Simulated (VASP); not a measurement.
# V (Im-3m) in VASP: notebook

Runs on V. Level: LDA. Tasks: single point.

All numbers are computed with VASP 6.6.1; they aren't measurements. Logs are shortened: lines on timing, memory, paths and dates and some standing lists are left out, and cuts for length are marked.

### 1 The cell of the first run

The structure is cubic, space group Im-3m (No. 229). The conventional cell has a = 2.927 Å, b = 2.927 Å, c = 2.927 Å, α = 90.00°, β = 90.00°, γ = 90.00°. V (site symmetry m-3m) has 14 V at 2.53 to 2.93 Å within 3.3 Å.

### 2 Single point, LDA

Input file INCAR:

```
SYSTEM = V
  PREC = Accurate
  ENCUT = 520
  EDIFF = 1E-6
  ISMEAR = 0
  SIGMA = 0.1
  LREAL = .FALSE.
  LASPH = .TRUE.
  NELM = 80
  ALGO = Normal
  ISIF = 2
  LWAVE = .FALSE.
  LCHARG = .FALSE.
  GGA = CA
  NBANDS = 12
```

Input file KPOINTS:

```
Automatic mesh
0
G
  20 20 20
  0 0 0
```

Input file POSCAR:

```
V
1.0
   -1.4633701712      1.4633701712      1.4633701712
    1.4633701712     -1.4633701712      1.4633701712
    1.4633701712      1.4633701712     -1.4633701712
V
1
Direct
    0.0000000000      0.0000000000      0.0000000000
```

Potentials or basis: VASP PAW LDA potentials, release 64 (V_sv).

Run with:

```sh
> cat potpaw_LDA.64/V_sv/POTCAR > POTCAR
> mpirun -np 1 vasp_std > vasp.out
```

OUTCAR:

```text
SYSTEM = V
   PREC = Accurate
   ENCUT = 520
   EDIFF = 1E-6
   ISMEAR = 0
   LREAL = .FALSE.
   LASPH = .TRUE.
   NELM = 80
   ISIF = 2
   GGA = CA

 ion  position               nearest neighbor table
   1  0.000  0.000  0.000-

  LATTYP: Found a body centered cubic cell.
 ALAT       =     2.9267403424

  Lattice vectors:

 A1 = (  -1.4633701712,   1.4633701712,   1.4633701712)
 A2 = (   1.4633701712,  -1.4633701712,   1.4633701712)
 A3 = (   1.4633701712,   1.4633701712,  -1.4633701712)

Analysis of symmetry for initial positions (statically):
=====================================================================
 Subroutine PRICEL returns:
 Original cell was already a primitive cell.

 Routine SETGRP: Setting up the symmetry group for a
 body centered cubic supercell.

 Subroutine GETGRP returns: Found 48 space group operations
 (whereof 48 operations were pure point group operations)
 out of a pool of 48 trial point group operations.

The static configuration has the point symmetry O_h .

Analysis of symmetry for dynamics (positions and initial velocities):
=====================================================================
 Subroutine PRICEL returns:
 Original cell was already a primitive cell.

 Routine SETGRP: Setting up the symmetry group for a
 body centered cubic supercell.

 Subroutine GETGRP returns: Found 48 space group operations
 (whereof 48 operations were pure point group operations)
 out of a pool of 48 trial point group operations.

The dynamic configuration has the point symmetry O_h .

 Subroutine INISYM returns: Found 48 space group operations
 (whereof 48 operations are pure point group operations),
 and found     1 'primitive' translations

----------------------------------------------------------------------------------------

                                     Primitive cell

  volume of cell :      12.5349

  direct lattice vectors                    reciprocal lattice vectors
    -1.463370171  1.463370171  1.463370171     0.000000000  0.341677048  0.341677048
     1.463370171 -1.463370171  1.463370171     0.341677048  0.000000000  0.341677048
     1.463370171  1.463370171 -1.463370171     0.341677048  0.341677048  0.000000000

  length of vectors
     2.534631487  2.534631487  2.534631487     0.483204315  0.483204315  0.483204315

  position of ions in fractional coordinates (direct lattice)
     0.000000000  0.000000000  0.000000000

  ion indices of the primitive-cell ions
   primitive index   ion index
                 1           1

----------------------------------------------------------------------------------------

 KPOINTS: Automatic mesh

Automatic generation of k-mesh.
 Grid dimensions read from file:
 generate k-points for:   20   20   20

 Generating k-lattice:

  Cartesian coordinates                     Fractional coordinates (reciprocal lattice)
     0.000000000  0.017083852  0.017083852     0.050000000  0.000000000  0.000000000
     0.017083852  0.000000000  0.017083852     0.000000000  0.050000000  0.000000000
     0.017083852  0.017083852  0.000000000     0.000000000  0.000000000  0.050000000

  Length of vectors
     0.024160216  0.024160216  0.024160216

  Shift w.r.t. Gamma in fractional coordinates (k-lattice)
     0.000000000  0.000000000  0.000000000

 Subroutine IBZKPT returns following result:
 ===========================================

 Found    256 irreducible k-points:

 Following reciprocal coordinates:
            Coordinates               Weight
  0.000000  0.000000  0.000000      1.000000
  0.050000  0.000000  0.000000     12.000000
  0.100000  0.000000  0.000000     12.000000
  0.150000  0.000000  0.000000     12.000000
  0.200000  0.000000  0.000000     12.000000
  0.250000  0.000000  0.000000     12.000000
[... 16 lines left out ...]
  0.200000  0.100000 -0.000000     48.000000
  0.250000  0.100000  0.000000     48.000000
 [... further k-points ...]
   k-points           NKPTS =    256   k-points in BZ     NKDIM =    256   number of bands    NBANDS=     12
   number of dos      NEDOS =    301   number of ions     NIONS =      1
   total plane-waves  NPLWV =   8000
   dimension x,y,z NGX =    20 NGY =   20 NGZ =   20
   dimension x,y,z NGXF=    40 NGYF=   40 NGZF=   40
   ions per type =               1
   NGX,Y,Z   is equivalent  to a cutoff of  13.12, 13.12, 13.12 a.u.
   NGXF,Y,Z  is equivalent  to a cutoff of  26.24, 26.24, 26.24 a.u.
 SYSTEM =  V
   PREC   = accura    normal or accurate (medium, high low for compatibility)
   ISTART =      0    job   : 0-new  1-cont  2-samecut
   ICHARG =      2    charge: 1-file 2-atom 10-const
   ISPIN  =      1    spin polarized calculation?
   LNONCOLLINEAR =      F non collinear calculations
   LSORBIT =      F    spin-orbit coupling
   LASPH  =      T    aspherical Exc in radial PAW
   ENCUT  =  520.0 eV  38.22 Ry    6.18 a.u.   4.71  4.71  4.71*2*pi/ulx,y,z
   NELM   =     80;   NELMIN=  2; NELMDL= -5     # of ELM steps
   EDIFF  = 0.1E-05   stopping-criterion for ELM
   LREAL  =      F    real-space projection
   EDIFFG = 0.1E-04   stopping-criterion for IOM
   NSW    =      0    number of steps for IOM
   IBRION =     -1    ionic relax: 0-MD 1-quasi-New 2-CG
   NFREE  =      0    steps in history (QN), initial steepest desc. (CG)
   ISIF   =      2    stress and relaxation
   ISYM   =      2    0-nonsym 1-usesym 2-fastsym
   POTIM  = 0.5000    time-step for ionic-motion
   TEBEG  =    0.0;   TEEND  =   0.0 temperature during run
   PSTRESS=    0.0 pullay stress
   NELECT =      13.0000    total number of electrons
   NUPDOWN=      -1.0000    fix difference up-down
   EMIN   =  10.00;   EMAX   =-10.00  energy-range for DOS
   EFERMI =   0.00;   METHOD = LEGACY
   ISMEAR =     0;   SIGMA  =   0.10  broadening in eV -4-tet -1-fermi 0-gaus
   EFERMI_NEDOS =   21; number of points for ismear=-14 and -15
   IALGO  =     38    algorithm
   IMIX   =      4    mixing-type and parameters
     AMIX     =   0.40;   BMIX     =  1.00
     AMIX_MAG =   1.60;   BMIX_MAG =  1.00
  volume/ion in A,a.u.               =      12.53        84.59
  Fermi-wavevector in a.u.,A,eV,Ry     =   1.657099  3.131463 37.361280  2.745977
  Thomas-Fermi vector in A             =   2.744910
   LORBIT       =      0    0 simple, 1 ext, 2 COOP (PROOUT), +10 PAW based schemes
   GGA     = CA    functional components
   LHFCALC =     F    Hartree Fock is set to
   AEXX    =    0.0000 exact exchange contribution
   IVDW    =     0    specifies the selected vdW correction
   LEPSILON=     F    determine dielectric tensor
   LRPA    =     F    only Hartree local field effects (RPA)
 non-spin polarized calculation
 Gauss-broadening in eV      SIGMA  =   0.10
  energy-cutoff  :      520.00
  volume of cell :       12.53
 maximum number of plane-waves:       370
   NGX =  9   NGY =  9   NGZ =  9

 number of electron      13.0000011 magnetization

 Free energy of the ion-electron system (eV)
  ---------------------------------------------------
  ext. energy  EPLUGINS =         0.00000000
  ---------------------------------------------------
  free energy    TOTEN  =        -9.95328763 eV

  energy without entropy =       -9.94495843  energy(sigma->0) =       -9.94912303

 E-fermi :  10.4097     XC(G=0): -13.6270

 val. band max:       10.3966544544   @ k =  -0.3500   0.4500   0.1500
 cond. band min:      10.4107007500   @ k =   0.3000   0.1000  -0.0000
 fundamental gap:      0.0140462956
 Fermi energy:        10.4097361856

 k-point     1 :       0.0000    0.0000    0.0000
  band No.  band energies     occupation
      1     -52.4801      2.00000
      2     -26.0475      2.00000
      3     -26.0475      2.00000
      4     -26.0475      2.00000
      5       3.7588      2.00000
      6      10.8070      0.00000
      7      10.8070      0.00000
      8      10.8070      0.00000
      9      12.9913      0.00000
     10      12.9913      0.00000
     11      31.5133      0.00000
     12      31.5133      0.00000

 k-point     2 :       0.0500    0.0000    0.0000
  band No.  band energies     occupation
      1     -52.4735      2.00000
      2     -26.0774      2.00000
      3     -26.0564      2.00000
      4     -26.0478      2.00000
      5       3.8676      2.00000
      6      10.7586      0.00000
      7      10.7977      0.00000
      8      10.8872      0.00000
      9      12.9336      0.00000
     10      12.9942      0.00000
     11      31.3728      0.00000
     12      31.5125      0.00000

 k-point     3 :       0.1000    0.0000    0.0000
  band No.  band energies     occupation
      1     -52.4543      2.00000
      2     -26.1638      2.00000
      3     -26.0824      2.00000
      4     -26.0486      2.00000
      5       4.1857      2.00000
      6      10.6207      0.00285
      7      10.7572      0.00000
      8      11.1238      0.00000
      9      12.7936      0.00000
     10      13.0045      0.00000
     11      30.9272      0.00000
     12      31.4454      0.00000
[... 286 lines left out ...]
 k-point    23 :       0.2000    0.1000   -0.0000
  band No.  band energies     occupation
      1     -52.3303      2.00000
      2     -26.6751      2.00000
      3     -26.2329      2.00000
      4     -26.0898      2.00000
      5       6.2580      2.00000
      6       9.8856      2.00000
      7      10.1240      1.99995
      8      12.4745      0.00000
      9      12.9438      0.00000
     10      13.2722      0.00000
     11      27.5756      0.00000
     12      29.1218      0.00000

 k-point    24 :       0.2500    0.1000    0.0000
  band No.  band energies     occupation
      1     -52.2895      2.00000
      2     -26.8309      2.00000
      3     -26.2966      2.00000
      4     -26.0932      2.00000
      5       6.8344      2.00000
      6       9.6367      2.00000
      7      10.1284      1.99993
      8      12.5879      0.00000
      9      13.3236      0.00000
     10      13.6612      0.00000
     11      26.0140      0.00000
     12      28.3205      0.00000

 [... further k-points ...]

------------------------ aborting loop because EDIFF is reached ----------------------------------------

  FORCE on cell =-STRESS in cart. coord.  units (eV):
  Direction    XX          YY          ZZ          XY          YZ          ZX
  --------------------------------------------------------------------------------------
  -------------------------------------------------------------------------------------
  Total        0.0322836      0.0322836      0.0322836      0.0000000      0.0000000     -0.0000000
  in kB        4.1263894      4.1263894      4.1263894      0.0000000      0.0000000     -0.0000000
  external PRESSURE =       4.1263894 kB  Pullay stress =       0.0000000 kB

 VOLUME and BASIS-vectors are now :
 -----------------------------------------------------------------------------
  energy-cutoff  :      520.00
  volume of cell :       12.53
      direct lattice vectors                 reciprocal lattice vectors
    -1.463370171  1.463370171  1.463370171     0.000000000  0.341677048  0.341677048
     1.463370171 -1.463370171  1.463370171     0.341677048  0.000000000  0.341677048
     1.463370171  1.463370171 -1.463370171     0.341677048  0.341677048  0.000000000

 POSITION                                       TOTAL-FORCE (eV/Angst)
 -----------------------------------------------------------------------------------
      0.00000      0.00000      0.00000         0.000000     -0.000000      0.000000
 -----------------------------------------------------------------------------------
    total drift:                                0.000000     -0.000000      0.000000

  FREE ENERGIE OF THE ION-ELECTRON SYSTEM (eV)
  ---------------------------------------------------
  free  energy   TOTEN  =        -9.9532876302 eV

  energy  without entropy=       -9.9449584295  energy(sigma->0) =       -9.94912303
```

Wall time 20 s (1 thread of AMD EPYC 9R45 (Zen 5), shared host); peak memory 0.12 GiB.

What came out:

| Property | Result |
| --- | --- |
| Free energy | -9.9533 eV |
| Pressure | 0.4 GPa |
| Band gap on the k mesh | zero (an odd number of electrons rules out a gap without spin polarisation) |

### 3 Single point, LDA

This run uses another cell than the first one, of 12.58 Å³/atom.

Input file INCAR:

```
SYSTEM = V
  PREC = Accurate
  ENCUT = 520
  EDIFF = 1E-7
  ISMEAR = -1
  SIGMA = 0.15
  LREAL = .False.
  LASPH = .True.
  NELM = 100
  ALGO = Normal
  ISIF = 2
  LWAVE = .False.
  LCHARG = .False.
  GGA = CA
  NBANDS = 12
```

Input file KPOINTS:

```
Automatic mesh
0
Gamma
  20 20 20
  0 0 0
```

Input file POSCAR:

```
V
1.0
   -1.4649465498      1.4649465498      1.4649465498
    1.4649465498     -1.4649465498      1.4649465498
    1.4649465498      1.4649465498     -1.4649465498
V
1
Direct
    0.0000000000      0.0000000000      0.0000000000
```

Potentials or basis: VASP PAW LDA potentials, release 64 (V_sv).

Run with:

```sh
> cat potpaw_LDA.64/V_sv/POTCAR > POTCAR
> mpirun -np 1 vasp_std > vasp.out
```

OUTCAR:

```text
SYSTEM = V
   PREC = Accurate
   ENCUT = 520
   EDIFF = 1E-7
   ISMEAR = -1
   LREAL = .False.
   LASPH = .True.
   NELM = 100
   ISIF = 2
   GGA = CA

 ion  position               nearest neighbor table
   1  0.000  0.000  0.000-

  LATTYP: Found a body centered cubic cell.
 ALAT       =     2.9298930996

  Lattice vectors:

 A1 = (  -1.4649465498,   1.4649465498,   1.4649465498)
 A2 = (   1.4649465498,  -1.4649465498,   1.4649465498)
 A3 = (   1.4649465498,   1.4649465498,  -1.4649465498)

Analysis of symmetry for initial positions (statically):
=====================================================================
 Subroutine PRICEL returns:
 Original cell was already a primitive cell.

 Routine SETGRP: Setting up the symmetry group for a
 body centered cubic supercell.

 Subroutine GETGRP returns: Found 48 space group operations
 (whereof 48 operations were pure point group operations)
 out of a pool of 48 trial point group operations.

The static configuration has the point symmetry O_h .

Analysis of symmetry for dynamics (positions and initial velocities):
=====================================================================
 Subroutine PRICEL returns:
 Original cell was already a primitive cell.

 Routine SETGRP: Setting up the symmetry group for a
 body centered cubic supercell.

 Subroutine GETGRP returns: Found 48 space group operations
 (whereof 48 operations were pure point group operations)
 out of a pool of 48 trial point group operations.

The dynamic configuration has the point symmetry O_h .

 Subroutine INISYM returns: Found 48 space group operations
 (whereof 48 operations are pure point group operations),
 and found     1 'primitive' translations

----------------------------------------------------------------------------------------

[... 114 lines left out ...]
   LORBIT       =      0    0 simple, 1 ext, 2 COOP (PROOUT), +10 PAW based schemes
   GGA     = CA    functional components
   LHFCALC =     F    Hartree Fock is set to
   AEXX    =    0.0000 exact exchange contribution
   IVDW    =     0    specifies the selected vdW correction
   LEPSILON=     F    determine dielectric tensor
   LRPA    =     F    only Hartree local field effects (RPA)
 non-spin polarized calculation
  energy-cutoff  :      520.00
  volume of cell :       12.58
 maximum number of plane-waves:       370
   NGX =  9   NGY =  9   NGZ =  9

 number of electron      13.0000011 magnetization

 Free energy of the ion-electron system (eV)
  ---------------------------------------------------
  ext. energy  EPLUGINS =         0.00000000
  ---------------------------------------------------
  free energy    TOTEN  =       -10.00844946 eV

  energy without entropy =       -9.89649822  energy(sigma->0) =       -9.95247384

 E-fermi :  10.4125     XC(G=0): -13.6075

 val. band max:       10.4114563813   @ k =  -0.2000   0.3000   0.1000
 cond. band min:      10.4132090302   @ k =  -0.2000   0.2000   0.1000
 fundamental gap:      0.0017526489
 Fermi energy:        10.4125391334

 k-point     1 :       0.0000    0.0000    0.0000
  band No.  band energies     occupation
      1     -52.5116      2.00000
      2     -26.0862      2.00000
      3     -26.0862      2.00000
      4     -26.0862      2.00000
      5       3.7217      2.00000
      6      10.7740      0.16489
      7      10.7740      0.16488
      8      10.7740      0.16488
      9      12.9492      0.00000
     10      12.9492      0.00000
     11      31.4443      0.00000
     12      31.4443      0.00000
[... 331 lines left out ...]
 k-point    24 :       0.2500    0.1000    0.0000
  band No.  band energies     occupation
      1     -52.3232      2.00000
      2     -26.8625      2.00000
      3     -26.3331      2.00000
      4     -26.1315      2.00000
      5       6.7957      2.00000
      6       9.6074      1.99072
      7      10.0923      1.78852
      8      12.5477      0.00000
      9      13.2802      0.00000
     10      13.6162      0.00000
     11      25.9323      0.00000
     12      28.2445      0.00000

 [... further k-points ...]

------------------------ aborting loop because EDIFF is reached ----------------------------------------

  FORCE on cell =-STRESS in cart. coord.  units (eV):
  Direction    XX          YY          ZZ          XY          YZ          ZX
  --------------------------------------------------------------------------------------
  -------------------------------------------------------------------------------------
  Total        0.0336100      0.0336100      0.0336100      0.0000000     -0.0000000     -0.0000000
  in kB        4.2820722      4.2820722      4.2820722      0.0000000     -0.0000000     -0.0000000
  external PRESSURE =       4.2820722 kB  Pullay stress =       0.0000000 kB

 VOLUME and BASIS-vectors are now :
 -----------------------------------------------------------------------------
  energy-cutoff  :      520.00
  volume of cell :       12.58
      direct lattice vectors                 reciprocal lattice vectors
    -1.464946550  1.464946550  1.464946550     0.000000000  0.341309381  0.341309381
     1.464946550 -1.464946550  1.464946550     0.341309381  0.000000000  0.341309381
     1.464946550  1.464946550 -1.464946550     0.341309381  0.341309381  0.000000000

 POSITION                                       TOTAL-FORCE (eV/Angst)
 -----------------------------------------------------------------------------------
      0.00000      0.00000      0.00000         0.000000     -0.000000      0.000000
 -----------------------------------------------------------------------------------
    total drift:                                0.000000     -0.000000      0.000000

  FREE ENERGIE OF THE ION-ELECTRON SYSTEM (eV)
  ---------------------------------------------------
  free  energy   TOTEN  =       -10.0084494607 eV

  energy  without entropy=       -9.8964982217  energy(sigma->0) =       -9.95247384
```

stdout:

```text
POSCAR found type information on POSCAR V
 POSCAR found :  1 types and       1 ions
 scaLAPACK will be used
 LDA part: xc-table for (Slater(with rela. corr.)+CA(PZ))
 , standard interpolation
 POSCAR, INCAR and KPOINTS ok, starting setup
 FFT: planning ... GRIDC
 FFT: planning ... GRID_SOFT
 FFT: planning ... GRID
 WAVECAR not read
 entering main loop
```

It took 22 s on 1 thread of AMD EPYC 9R45 (Zen 5), shared host; peak memory 0.12 GiB.

What came out:

```yaml
Free_energy: -10.0084 eV
Pressure: 0.4 GPa
Band_gap_on_the_k_mesh: zero (an odd number of electrons rules out a gap without spin polarisation)
```
